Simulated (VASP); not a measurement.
# Hf (P6/mmm) in VASP: a series of runs

Hf is run at these levels: PBE; tasks: relaxation of cell and atoms, single point.

All numbers are computed with VASP 6.6.1; they aren't measurements. Logs are shortened: lines on timing, memory, paths and dates and some standing lists are left out, and cuts for length are marked.

**1. The cell of the first run**

It takes space group P6/mmm (No. 191, hexagonal). Conventional cell: a = 2.988 Å, b = 2.988 Å, c = 6.815 Å, α = 90.00°, β = 90.00°, γ = 120.00°. Within 3.9 Å of Hf (site symmetry 6mm) lie 8 Hf at 2.99 to 3.63 Å.

The cell was built from a structure type or drawn by symmetry, and may not be a known phase.

**2. Relaxation of cell and atoms, PBE**

The input, INCAR:

```
  ALGO = Fast
  EDIFF = 1E-7
  EDIFFG = -0.04
  ENCUT = 600
  GGA = PE
  IBRION = 2
  ISIF = 3
  ISMEAR = 0
  LASPH = T
  LCHARG = F
  LREAL = F
  LWAVE = F
  NELM = 60
  NSW = 90
  PREC = Accurate
  SIGMA = 0.1
```

The input, KPOINTS:

```
k-points
0
Gamma
  6 6 4
```

The input, POSCAR:

```
Hf
1.0
    2.9877205800      0.0000000000      0.0000000000
   -1.4938602900      2.5874419200      0.0000000000
    0.0000000000      0.0000000000      6.8147392600
Hf
2
Direct
    0.0000000000      0.0000000000      0.7336134300
    0.0000000000      0.0000000000      0.2663865700
```

Potentials or basis: VASP PAW PBE potentials, release 64 (Hf_pv).

Command:

```sh
> cat potpaw_PBE.64/Hf_pv/POTCAR > POTCAR
> mpirun -np 1 vasp_std > vasp.out
```

OUTCAR:

```text
EDIFF = 1E-7
   EDIFFG = -0.04
   ENCUT = 600
   GGA = PE
   IBRION = 2
   ISIF = 3
   ISMEAR = 0
   LASPH = T
   LREAL = F
   NELM = 60
   NSW = 90
   PREC = Accurate

 ion  position               nearest neighbor table
   1  0.000  0.000  0.734-   2 3.18   2 3.63
   2  0.000  0.000  0.266-   1 3.18   1 3.63

  LATTYP: Found a hexagonal cell.
 ALAT       =     2.9877205800
 C/A-ratio  =     2.2809158613

  Lattice vectors:

 A1 = (   2.9877205800,   0.0000000000,   0.0000000000)
 A2 = (  -1.4938602900,   2.5874419200,   0.0000000000)
 A3 = (   0.0000000000,   0.0000000000,   6.8147392600)

Analysis of symmetry for initial positions (statically):
=====================================================================
 Subroutine PRICEL returns:
 Original cell was already a primitive cell.

 Routine SETGRP: Setting up the symmetry group for a
 hexagonal supercell.

 Subroutine GETGRP returns: Found 24 space group operations
 (whereof 24 operations were pure point group operations)
 out of a pool of 24 trial point group operations.

The static configuration has the point symmetry D_6h.

Analysis of symmetry for dynamics (positions and initial velocities):
=====================================================================
 Subroutine PRICEL returns:
 Original cell was already a primitive cell.

 Routine SETGRP: Setting up the symmetry group for a
 hexagonal supercell.

 Subroutine GETGRP returns: Found 24 space group operations
 (whereof 24 operations were pure point group operations)
 out of a pool of 24 trial point group operations.

The dynamic configuration has the point symmetry D_6h.

 Subroutine INISYM returns: Found 24 space group operations
 (whereof 24 operations are pure point group operations),
 and found     1 'primitive' translations

----------------------------------------------------------------------------------------

                                     Primitive cell

  volume of cell :      52.6817

  direct lattice vectors                    reciprocal lattice vectors
     2.987720580  0.000000000  0.000000000     0.334703321  0.193241053  0.000000000
    -1.493860290  2.587441920  0.000000000     0.000000000  0.386482105  0.000000000
     0.000000000  0.000000000  6.814739260     0.000000000  0.000000000  0.146740757

  length of vectors
     2.987720580  2.987720579  6.814739260     0.386482105  0.386482105  0.146740757

  position of ions in fractional coordinates (direct lattice)
     0.000000000  0.000000000  0.733613430
     0.000000000  0.000000000  0.266386570

  ion indices of the primitive-cell ions
   primitive index   ion index
                 1           1
                 2           2

----------------------------------------------------------------------------------------

 KPOINTS: k-points

Automatic generation of k-mesh.
 Grid dimensions read from file:
 generate k-points for:    6    6    4

 Generating k-lattice:

  Cartesian coordinates                     Fractional coordinates (reciprocal lattice)
     0.055783887  0.032206842  0.000000000     0.166666667 -0.000000000  0.000000000
     0.000000000  0.064413684  0.000000000     0.000000000  0.166666667  0.000000000
     0.000000000  0.000000000  0.036685189     0.000000000  0.000000000  0.250000000

  Length of vectors
     0.064413684  0.064413684  0.036685189

  Shift w.r.t. Gamma in fractional coordinates (k-lattice)
     0.000000000  0.000000000  0.000000000

 Subroutine IBZKPT returns following result:
 ===========================================

 Found     21 irreducible k-points:

 Following reciprocal coordinates:
            Coordinates               Weight
  0.000000  0.000000  0.000000      1.000000
  0.166667  0.000000  0.000000      6.000000
  0.333333  0.000000  0.000000      6.000000
  0.500000  0.000000  0.000000      3.000000
  0.166667  0.166667  0.000000      6.000000
  0.333333  0.166667  0.000000     12.000000
[... 13 lines left out ...]
  0.333333  0.166667  0.500000     12.000000
  0.333333  0.333333  0.500000      2.000000
   k-points           NKPTS =     21   k-points in BZ     NKDIM =     21   number of bands    NBANDS=     14
   number of dos      NEDOS =    301   number of ions     NIONS =      2
   total plane-waves  NPLWV =  31104
   dimension x,y,z NGX =    24 NGY =   24 NGZ =   54
   dimension x,y,z NGXF=    48 NGYF=   48 NGZF=  108
   ions per type =               2
   NGX,Y,Z   is equivalent  to a cutoff of  13.35, 13.35, 13.17 a.u.
   NGXF,Y,Z  is equivalent  to a cutoff of  26.71, 26.71, 26.35 a.u.
 SYSTEM =  unknown system
   PREC   = accura    normal or accurate (medium, high low for compatibility)
   ISTART =      0    job   : 0-new  1-cont  2-samecut
   ICHARG =      2    charge: 1-file 2-atom 10-const
   ISPIN  =      1    spin polarized calculation?
   LNONCOLLINEAR =      F non collinear calculations
   LSORBIT =      F    spin-orbit coupling
   LASPH  =      T    aspherical Exc in radial PAW
   ENCUT  =  600.0 eV  44.10 Ry    6.64 a.u.   5.97  5.97 13.61*2*pi/ulx,y,z
   NELM   =     60;   NELMIN=  2; NELMDL= -5     # of ELM steps
   EDIFF  = 0.1E-06   stopping-criterion for ELM
   LREAL  =      F    real-space projection
   EDIFFG = -.4E-01   stopping-criterion for IOM
   NSW    =     90    number of steps for IOM
   IBRION =      2    ionic relax: 0-MD 1-quasi-New 2-CG
   NFREE  =      1    steps in history (QN), initial steepest desc. (CG)
   ISIF   =      3    stress and relaxation
   ISYM   =      2    0-nonsym 1-usesym 2-fastsym
   POTIM  = 0.5000    time-step for ionic-motion
   TEBEG  =    0.0;   TEEND  =   0.0 temperature during run
   PSTRESS=    0.0 pullay stress
   NELECT =      20.0000    total number of electrons
   NUPDOWN=      -1.0000    fix difference up-down
   EMIN   =  10.00;   EMAX   =-10.00  energy-range for DOS
   EFERMI =   0.00;   METHOD = LEGACY
   ISMEAR =     0;   SIGMA  =   0.10  broadening in eV -4-tet -1-fermi 0-gaus
   EFERMI_NEDOS =   21; number of points for ismear=-14 and -15
   IALGO  =     68    algorithm
   IMIX   =      4    mixing-type and parameters
     AMIX     =   0.40;   BMIX     =  1.00
     AMIX_MAG =   1.60;   BMIX_MAG =  1.00
  volume/ion in A,a.u.               =      26.34       177.76
  Fermi-wavevector in a.u.,A,eV,Ry     =   1.185400  2.240081 19.118538  1.405173
  Thomas-Fermi vector in A             =   2.321594
   LORBIT       =      0    0 simple, 1 ext, 2 COOP (PROOUT), +10 PAW based schemes
   GGA     = PE    functional components
   LHFCALC =     F    Hartree Fock is set to
   AEXX    =    0.0000 exact exchange contribution
   IVDW    =     0    specifies the selected vdW correction
   LEPSILON=     F    determine dielectric tensor
   LRPA    =     F    only Hartree local field effects (RPA)
 conjugate gradient relaxation of ions
 non-spin polarized calculation
 RMM-DIIS sequential band-by-band and
 Gauss-broadening in eV      SIGMA  =   0.10
  energy-cutoff  :      600.00
  volume of cell :       52.68
 maximum number of plane-waves:      1788
 NGX is ok and might be reduce to    24

--------------------------------------- Ionic step        1  -------------------------------------------

 number of electron      19.9999998 magnetization

 Free energy of the ion-electron system (eV)
  ---------------------------------------------------
  ext. energy  EPLUGINS =         0.00000000
  ---------------------------------------------------
  free energy    TOTEN  =       -18.42528369 eV

  energy without entropy =      -18.41337704  energy(sigma->0) =      -18.41933037

------------------------ aborting loop because EDIFF is reached ----------------------------------------

  FORCE on cell =-STRESS in cart. coord.  units (eV):
  Direction    XX          YY          ZZ          XY          YZ          ZX
  --------------------------------------------------------------------------------------
  -------------------------------------------------------------------------------------
  Total        0.2727344      0.2727344     -5.1466350     -0.0000000     -0.0000000      0.0000000
  in kB        8.2945086      8.2945086   -156.5215413     -0.0000000     -0.0000000      0.0000000
  external PRESSURE =     -46.6441747 kB  Pullay stress =       0.0000000 kB

 VOLUME and BASIS-vectors are now :
 -----------------------------------------------------------------------------
  energy-cutoff  :      600.00
  volume of cell :       52.68
      direct lattice vectors                 reciprocal lattice vectors
     2.987720580  0.000000000  0.000000000     0.334703321  0.193241053  0.000000000
    -1.493860290  2.587441920  0.000000000     0.000000000  0.386482105  0.000000000
     0.000000000  0.000000000  6.814739260     0.000000000  0.000000000  0.146740757
[... 253 lines left out ...]
 POSITION                                       TOTAL-FORCE (eV/Angst)
 -----------------------------------------------------------------------------------
      0.00000     -0.00000      4.52000         0.000000     -0.000000      0.048177
      0.00000     -0.00000      1.51067        -0.000000      0.000000     -0.048177
 -----------------------------------------------------------------------------------
    total drift:                                0.000000     -0.000000      0.000000

  FREE ENERGIE OF THE ION-ELECTRON SYSTEM (eV)
  ---------------------------------------------------
  free  energy   TOTEN  =       -18.8919955064 eV

  energy  without entropy=      -18.8824099613  energy(sigma->0) =      -18.88720273

--------------------------------------- Ionic step        9  -------------------------------------------

 number of electron      19.9999999 magnetization

 Free energy of the ion-electron system (eV)
  ---------------------------------------------------
  ext. energy  EPLUGINS =         0.00000000
  ---------------------------------------------------
  free energy    TOTEN  =       -18.89213371 eV

  energy without entropy =      -18.88254278  energy(sigma->0) =      -18.88733824

 E-fermi :   4.0974     XC(G=0): -11.0125

 val. band max:        4.0953594292   @ k =   0.5000   0.0000   0.2500
 cond. band min:       4.1826342739   @ k =   0.1667   0.1667   0.2500
 fundamental gap:      0.0872748447
 Fermi energy:         4.0973907859

 k-point     1 :       0.0000    0.0000    0.0000
  band No.  band energies     occupation
      1     -26.6066      2.00000
      2     -25.9150      2.00000
      3     -25.6498      2.00000
      4     -25.6498      2.00000
      5     -25.5951      2.00000
      6     -25.5951      2.00000
      7      -2.5551      2.00000
      8       0.3855      2.00000
      9       2.6950      2.00000
     10       3.6425      2.00000
     11       5.9434      0.00000
     12       5.9434      0.00000
     13       6.5369      0.00000
     14       6.5369      0.00000

 k-point     2 :       0.1667    0.0000    0.0000
  band No.  band energies     occupation
      1     -26.5623      2.00000
      2     -25.9194      2.00000
      3     -25.8843      2.00000
      4     -25.8533      2.00000
      5     -25.7103      2.00000
      6     -25.6537      2.00000
      7      -1.6369      2.00000
      8       1.4848      2.00000
      9       2.9682      2.00000
     10       3.1462      2.00000
[... 347 lines left out ...]
 POSITION                                       TOTAL-FORCE (eV/Angst)
 -----------------------------------------------------------------------------------
      0.00000     -0.00000      4.52075         0.000000     -0.000000      0.013066
      0.00000     -0.00000      1.50800        -0.000000      0.000000     -0.013066
 -----------------------------------------------------------------------------------
    total drift:                                0.000000      0.000000      0.000000

  FREE ENERGIE OF THE ION-ELECTRON SYSTEM (eV)
  ---------------------------------------------------
  free  energy   TOTEN  =       -18.8921337112 eV

  energy  without entropy=      -18.8825427758  energy(sigma->0) =      -18.88733824

 reached required accuracy - stopping structural energy minimisation
```

Wall time 55 s (1 thread of Intel Xeon 6975P-C (Granite Rapids), shared host); peak memory 0.18 GiB.

What came out:

| Property | Result |
| --- | --- |
| Free energy | -18.8921 eV |
| Relaxed volume | 23.47 Å³/atom |
| Relaxed cell | a = 2.998 Å, b = 2.998 Å, c = 6.029 Å, α = 90.00°, β = 90.00°, γ = 120.00° |
| Space group after relaxing (to 0.1 Å) | P6/mmm (No. 191) |
| Energy gained by relaxing | 233.4 meV/atom |
| Ionic steps | 9 |
| Pressure after relaxing | 0.1 GPa |
| Largest force after relaxing | 0.013 eV/Å |
| Band gap on the k mesh | zero (bands 10 and 11 overlap by 0.51 eV) |

Forces on the atoms (eV/Å):
```
Hf   0.000  0.000  0.013
Hf   0.000  0.000 -0.013
```

Step by step:
| step | energy change (eV) | largest force (eV/Å) | pressure (GPa) | volume (Å³) |
| --- | --- | --- | --- | --- |
| 1 | 0.0000 | 0.4476 | -4.66 | 52.68 |
| 2 | -0.3534 | 1.3847 | 1.10 | 46.75 |
| 3 | -0.3609 | 1.2880 | 0.11 | 47.32 |
| 4 | -0.4511 | 0.2815 | 1.77 | 46.06 |
| 5 | -0.4513 | 0.2169 | 1.90 | 46.00 |
| 6 | -0.4609 | 0.0363 | -1.26 | 47.74 |
| 7 | -0.4667 | 0.0452 | -0.15 | 47.06 |
| 8 | -0.4667 | 0.0482 | -0.12 | 47.04 |
| 9 | -0.4669 | 0.0131 | 0.10 | 46.94 |

Final structure:
```cif
data_structure
_symmetry_space_group_name_H-M 'P 1'
_symmetry_Int_Tables_number 1
_cell_length_a 2.9985
_cell_length_b 2.9985
_cell_length_c 6.0287
_cell_angle_alpha 90.000
_cell_angle_beta 90.000
_cell_angle_gamma 120.000
_cell_volume 46.94
loop_
_atom_site_label
_atom_site_type_symbol
_atom_site_fract_x
_atom_site_fract_y
_atom_site_fract_z
_atom_site_occupancy
Hf1 Hf 0.00000 0.00000 0.74987 1
Hf2 Hf 0.00000 0.00000 0.25013 1
```

Caveat: the k points lie up to 0.40 Å⁻¹ apart in the final cell, too coarse for converged energies and pressures of a metal; spin-orbit coupling is left out, which moves the levels of the heavy elements.

**3. Single point, PBE**

This run uses another cell than the first one: it holds 1 atom, not 2.

The input, INCAR:

```
PREC     = Accurate       # precision mode
ENCUT    = 520            # plane-wave cutoff, eV
EDIFF    = 1E-7           # SCF threshold, eV
ISMEAR   = 0              # smearing method
SIGMA    = 0.1            # smearing width, eV
LREAL    = F              # projectors in reciprocal space
LASPH    = T              # aspherical terms in the spheres
NELM     = 60             # most SCF steps
ALGO     = Fast           # electronic algorithm
ISIF     = 2              # what is computed and relaxed
LWAVE    = F              # write WAVECAR
LCHARG   = T              # write CHGCAR
GGA      = PE             # functional
LELF     = T              # ELF
LVHAR    = T            
NBANDS   = 11             # bands
```

The input, KPOINTS:

```
Automatic mesh
0
Gamma
  24 24 18
```

The input, POSCAR:

```
Hf
1.0
    2.9918351424      0.0000000000      0.0000000000
   -1.4959175712      2.5910052372      0.0000000000
    0.0000000000      0.0000000000      3.0099674354
Hf
1
Direct
    0.0000000000      0.0000000000      0.5000000000
```

Potentials or basis: VASP PAW PBE potentials, release 64 (Hf_pv).

Command:

```sh
> cat potpaw_PBE.64/Hf_pv/POTCAR > POTCAR
> mpirun -np 1 vasp_std > vasp.out
```

Run time: 46 s. Hardware: 1 thread of Intel Xeon 6975P-C (Granite Rapids), shared host; peak memory 0.26 GiB.

Results (log left out):

```
Free energy            : -9.4550 eV
Pressure               : -0.3 GPa
Band gap on the k mesh : zero (bands 5 and 6 overlap by 0.92 eV)
```

Stress tensor (GPa, compression positive):
```
-0.40  0.00  0.00
 0.00 -0.40  0.00
 0.00  0.00 -0.24
```

Levels at points of the mesh, in eV from the Fermi level:
```
           k point  band 3  band 4  band 5  band 6  band 7  band 8
(0.00, 0.00, 0.00)  -29.81   -6.76   -1.50    1.76    1.76    6.64
(0.50, 0.00, 0.00)  -29.94   -3.24   -0.60    0.94    2.52    5.74
(0.00, 0.00, 0.50)  -29.76   -3.82   -0.53    2.35    2.35    4.11
(0.50, 0.00, 0.50)  -29.99   -2.67   -1.71    2.64    4.99    5.47
```

Caveat: spin-orbit coupling is left out, which moves the levels of the heavy elements.

[end of part 1 of 2]
